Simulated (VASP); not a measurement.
Wanted: the native input for a VASP 6.6.1 run.

* Task: single point
* Functional: PBE
* Potentials or basis: VASP PAW PBE potentials, release 64 (Ba_sv, Zn, Sb, F)
* Cutoff: 520 eV
* k mesh: 7 × 7 × 4
* Occupations: fermi-dirac, width 0.1 eV
* Spin: no spin polarisation
* Dipole correction: no
* Further INCAR settings: ALGO = Normal; EDIFF = 1e-06; NBANDS = 44

The structure of BaZnSbF lies in POSCAR:

```
BaZnSbF
1.0
    4.4788976895      0.0000000000      0.0000000000
    0.0000000000      4.4788976895      0.0000000000
    0.0000000000      0.0000000000      9.8570060002
Ba Zn Sb F
2 2 2 2
Direct
    0.0000000000      0.5000000000      0.3504516896
    0.5000000000      0.0000000000      0.6495483104
    0.5000000000      0.5000000000      0.0000000000
    0.0000000000      0.0000000000      0.0000000000
    0.5000000000      0.0000000000      0.1661519265
    0.0000000000      0.5000000000      0.8338480735
    0.5000000000      0.5000000000      0.5000000000
    0.0000000000      0.0000000000      0.5000000000
```

One way to write it, as run:

INCAR

```
PREC = Accurate ; ENCUT = 520
EDIFF = 1E-6 ; ISMEAR = -1
SIGMA = 0.1 ; LREAL = F
LASPH = T ; NELM = 100
ALGO = Normal ; ISIF = 2
LWAVE = F ; LCHARG = T
GGA = PE ; LELF = T
LVHAR = T ; NBANDS = 44
```

KPOINTS

```
Automatic mesh
0
Gamma
  7 7 4
```

Potentials or basis: VASP PAW PBE potentials, release 64 (Ba_sv, Zn, Sb, F).

The run is started by

```sh
$ cat potpaw_PBE.64/Ba_sv/POTCAR potpaw_PBE.64/Zn/POTCAR potpaw_PBE.64/Sb/POTCAR potpaw_PBE.64/F/POTCAR > POTCAR
$ mpirun -np 1 vasp_std > vasp.out
```

Results of the run:

The pressure is 0.6 GPa. The largest force is 0.105 eV/Å. The band gap on the k mesh is zero (bands 34 and 35 overlap by 0.01 eV).

Caveat: semilocal functionals underestimate gaps, and a narrow one can read as zero; spin-orbit coupling is left out, which moves the levels of the heavy elements.

Wall time 8.4 min on 1 thread of Intel Xeon 8259CL, with other jobs on the host, peak memory 0.48 GiB.
